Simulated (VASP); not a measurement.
# HfB2 (P6/mmm) in VASP: single point with PBE

Aim: the single point of HfB2 with PBE.

Program: VASP 6.6.1. These are calculated values, not measurements. Logs are shortened: lines on timing, memory, paths and dates and some standing lists are left out, and cuts for length are marked.

### Step 1. The cell of the first run

It takes space group P6/mmm (No. 191, hexagonal). Conventional cell: a = 3.140 Å, b = 3.140 Å, c = 3.480 Å, α = 90.00°, β = 90.00°, γ = 120.00°. Within 3.3 Å of Hf (site symmetry 6/mmm) lie 12 B at 2.51 Å and 6 Hf at 3.14 Å. B (site symmetry -6m2) has 3 B at 1.81 Å within 2.4 Å.

### Step 2. Single point, PBE

INCAR

```
SYSTEM = HfB2
PREC = Accurate ; ENCUT = 520
EDIFF = 1E-6 ; ISMEAR = -1
SIGMA = 0.05 ; LREAL = .False.
LASPH = .True. ; NELM = 100
ALGO = Normal ; ISIF = 2
LWAVE = .False. ; LCHARG = .False.
GGA = PE ; NBANDS = 15
```

KPOINTS

```
Automatic mesh
0
Gamma
  10 10 8
  0 0 0
```

POSCAR

```
HfB2
1.0
    3.1400000000      0.0000000000      0.0000000000
   -1.5700000000      2.7193197679      0.0000000000
    0.0000000000      0.0000000000      3.4800000000
Hf B
1 2
Direct
    0.0000000000      0.0000000000      0.0000000000
    0.3333333333      0.6666666667      0.5000000000
    0.6666666667      0.3333333333      0.5000000000
```

Potentials or basis: VASP PAW PBE potentials, release 64 (Hf_pv, B).

Run with:

```bash
> cat potpaw_PBE.64/Hf_pv/POTCAR potpaw_PBE.64/B/POTCAR > POTCAR
> mpirun -np 1 vasp_std > vasp.out
```

OUTCAR:

```text
SYSTEM = HfB2
   PREC = Accurate
   ENCUT = 520
   EDIFF = 1E-6
   ISMEAR = -1
   LREAL = .False.
   LASPH = .True.
   NELM = 100
   ISIF = 2
   GGA = PE

 ion  position               nearest neighbor table
   1  0.000  0.000  0.000-   2 2.51   3 2.51   2 2.51   3 2.51   3 2.51   3 2.51   2 2.51   2 2.51
                             3 2.51   3 2.51   2 2.51   2 2.51
   2  0.333  0.667  0.500-   3 1.81   3 1.81   3 1.81   1 2.51   1 2.51   1 2.51   1 2.51   1 2.51
                             1 2.51
   3  0.667  0.333  0.500-   2 1.81   2 1.81   2 1.81   1 2.51   1 2.51   1 2.51   1 2.51   1 2.51
                             1 2.51

  LATTYP: Found a hexagonal cell.
 ALAT       =     3.1400000000
 C/A-ratio  =     1.1082802548

  Lattice vectors:

 A1 = (   3.1400000000,   0.0000000000,   0.0000000000)
 A2 = (  -1.5700000000,   2.7193197679,   0.0000000000)
 A3 = (   0.0000000000,   0.0000000000,   3.4800000000)

Analysis of symmetry for initial positions (statically):
=====================================================================
 Subroutine PRICEL returns:
 Original cell was already a primitive cell.

 Routine SETGRP: Setting up the symmetry group for a
 hexagonal supercell.

 Subroutine GETGRP returns: Found 24 space group operations
 (whereof 24 operations were pure point group operations)
 out of a pool of 24 trial point group operations.

The static configuration has the point symmetry D_6h.

Analysis of symmetry for dynamics (positions and initial velocities):
=====================================================================
 Subroutine PRICEL returns:
 Original cell was already a primitive cell.

 Routine SETGRP: Setting up the symmetry group for a
 hexagonal supercell.

 Subroutine GETGRP returns: Found 24 space group operations
 (whereof 24 operations were pure point group operations)
 out of a pool of 24 trial point group operations.

The dynamic configuration has the point symmetry D_6h.

 Subroutine INISYM returns: Found 24 space group operations
 (whereof 24 operations are pure point group operations),
 and found     1 'primitive' translations

----------------------------------------------------------------------------------------

                                     Primitive cell

  volume of cell :      29.7146

  direct lattice vectors                    reciprocal lattice vectors
     3.140000000  0.000000000  0.000000000     0.318471338  0.183869512  0.000000000
    -1.570000000  2.719319768  0.000000000     0.000000000  0.367739025  0.000000000
     0.000000000  0.000000000  3.480000000     0.000000000  0.000000000  0.287356322

  length of vectors
[... 89 lines left out ...]
   NFREE  =      0    steps in history (QN), initial steepest desc. (CG)
   ISIF   =      2    stress and relaxation
   ISYM   =      2    0-nonsym 1-usesym 2-fastsym
   POTIM  = 0.5000    time-step for ionic-motion
   TEBEG  =    0.0;   TEEND  =   0.0 temperature during run
   PSTRESS=    0.0 pullay stress
   NELECT =      16.0000    total number of electrons
   NUPDOWN=      -1.0000    fix difference up-down
   EMIN   =  10.00;   EMAX   =-10.00  energy-range for DOS
   EFERMI =   0.00;   METHOD = LEGACY
   ISMEAR =    -1;   SIGMA  =   0.05  broadening in eV -4-tet -1-fermi 0-gaus
   EFERMI_NEDOS =   21; number of points for ismear=-14 and -15
   IALGO  =     38    algorithm
   IMIX   =      4    mixing-type and parameters
     AMIX     =   0.40;   BMIX     =  1.00
     AMIX_MAG =   1.60;   BMIX_MAG =  1.00
  volume/ion in A,a.u.               =       9.90        66.84
  Fermi-wavevector in a.u.,A,eV,Ry     =   1.331860  2.516850 24.134693  1.773850
  Thomas-Fermi vector in A             =   2.460838
   LORBIT       =      0    0 simple, 1 ext, 2 COOP (PROOUT), +10 PAW based schemes
   GGA     = PE    functional components
[... 5 lines left out ...]
 non-spin polarized calculation
  energy-cutoff  :      520.00
  volume of cell :       29.71
 maximum number of plane-waves:       816
 NGX is ok and might be reduce to    24
   NGX = 11   NGY = 11   NGZ = 13

 number of electron      15.9999998 magnetization

 Free energy of the ion-electron system (eV)
  ---------------------------------------------------
  ext. energy  EPLUGINS =         0.00000000
  ---------------------------------------------------
  free energy    TOTEN  =       -26.39941688 eV

  energy without entropy =      -26.39682670  energy(sigma->0) =      -26.39812179

 E-fermi :   7.5665     XC(G=0): -12.5969

 val. band max:        7.5038346351   @ k =   0.2000   0.2000   0.1250
 cond. band min:       7.8044076493   @ k =   0.1000   0.1000   0.2500
 fundamental gap:      0.3005730142
 Fermi energy:         7.5664573156

 k-point     1 :       0.0000    0.0000    0.0000
  band No.  band energies     occupation
      1     -22.9621      2.00000
      2     -22.4721      2.00000
      3     -22.4721      2.00000
      4      -6.0814      2.00000
      5       4.6656      2.00000
      6       4.7734      2.00000
      7       4.7734      2.00000
      8       4.8889      2.00000
      9      11.6964      0.00000
     10      11.6964      0.00000
     11      12.3288      0.00000
     12      12.3288      0.00000
     13      12.6627      0.00000
     14      12.6662      0.00000
[... 401 lines left out ...]
      2     -22.8639      2.00000
      3     -22.6867      2.00000
      4      -2.2878      2.00000
      5      -0.9208      2.00000
      6       3.0242      2.00000
      7       3.9063      2.00000
      8       5.4502      2.00000
      9       8.8208      0.00000
     10      11.8018      0.00000
     11      11.8787      0.00000
     12      13.9458      0.00000
     13      15.1699      0.00000
     14      16.1059      0.00000
     15      18.4913      0.00000

 [... further k-points ...]
[... 5 lines left out ...]
  --------------------------------------------------------------------------------------
  -------------------------------------------------------------------------------------
  Total        0.1399385      0.1399385      0.2812118      0.0000000     -0.0000000      0.0000000
  in kB        7.5453343      7.5453343     15.1626431      0.0000000     -0.0000000      0.0000000
  external PRESSURE =      10.0844372 kB  Pullay stress =       0.0000000 kB

 VOLUME and BASIS-vectors are now :
 -----------------------------------------------------------------------------
  energy-cutoff  :      520.00
  volume of cell :       29.71
      direct lattice vectors                 reciprocal lattice vectors
     3.140000000  0.000000000  0.000000000     0.318471338  0.183869512  0.000000000
    -1.570000000  2.719319768  0.000000000     0.000000000  0.367739025  0.000000000
     0.000000000  0.000000000  3.480000000     0.000000000  0.000000000  0.287356322

 POSITION                                       TOTAL-FORCE (eV/Angst)
 -----------------------------------------------------------------------------------
      0.00000      0.00000      0.00000         0.000000      0.000000     -0.000000
     -0.00000      1.81288      1.74000         0.000000      0.000000      0.000000
      1.57000      0.90644      1.74000        -0.000000      0.000000     -0.000000
 -----------------------------------------------------------------------------------
    total drift:                               -0.000000      0.000000      0.000000

  FREE ENERGIE OF THE ION-ELECTRON SYSTEM (eV)
  ---------------------------------------------------
  free  energy   TOTEN  =       -26.3994168784 eV

  energy  without entropy=      -26.3968267010  energy(sigma->0) =      -26.39812179
```

stdout:

```text
POSCAR found type information on POSCAR HfB
 POSCAR found :  2 types and       3 ions
 scaLAPACK will be used
 LDA part: xc-table for (Slater+PW92), standard interpolation
 POSCAR, INCAR and KPOINTS ok, starting setup
 FFT: planning ... GRIDC
 FFT: planning ... GRID_SOFT
 FFT: planning ... GRID
 WAVECAR not read
 entering main loop
```

Run time: 13 s. Hardware: 1 thread of Intel Xeon Platinum 8488C (Sapphire Rapids), shared host; peak memory 0.16 GiB.

What came out:

```yaml
Free_energy: -26.3994 eV
Pressure: 1.0 GPa
Band_gap_on_the_k_mesh: zero (band 8 reaches 8.26 eV, above the bottom of band 9 at 7.43 eV)
```

Stress tensor (GPa, compression positive):
```
0.75 0.00 0.00
0.00 0.75 0.00
0.00 0.00 1.52
```

Caveat: spin-orbit coupling is left out, which moves the levels of the heavy elements.
